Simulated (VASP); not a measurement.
A run of VASP 6.6.1 is set up as follows.

File INCAR:

```
SYSTEM = Hf
ALGO = Normal
EDIFF = 1E-6
EDIFFG = -0.01
ENCUT = 600
GGA = PS
IBRION = 2
ISIF = 8
ISMEAR = 0
LASPH = .TRUE.
LCHARG = .FALSE.
LREAL = .FALSE.
LWAVE = .FALSE.
NELM = 60
NSW = 80
PREC = Accurate
SIGMA = 0.05
```

The input KPOINTS:

```
k-points
0
G
  17 17 9
  0 0 0
```

The input POSCAR:

```
Hf
1.0
    3.1967000000      0.0000000000      0.0000000000
   -1.5983500000      2.7684200000      0.0000000000
    0.0000000000      0.0000000000      5.0578000000
Hf
2
Direct
    0.3333333333      0.6666666667      0.2500000000
    0.6666666667      0.3333333333      0.7500000000
```

Potentials or basis: VASP PAW PBE potentials, release 64 (Hf_pv).

The run is started by

```sh
$ cat potpaw_PBE.64/Hf_pv/POTCAR > POTCAR
$ mpirun -np 1 vasp_std > vasp.out
```

Question: Estimate the relaxed cell.

Answer: a = 3.156 Å, b = 3.156 Å, c = 4.994 Å, α = 90.00°, β = 90.00°, γ = 120.00°.

Question: Estimate the space group after relaxing (to 0.05 Å).

Answer: P6_3/mmc (No. 194).

Final structure:
```
Hf
1.0
     3.15649    0.00000    0.00000
    -1.57825    2.73360    0.00000
     0.00000    0.00000    4.99419
Hf
2
Direct
  0.33333 0.66667 0.25000
  0.66667 0.33333 0.75000
```
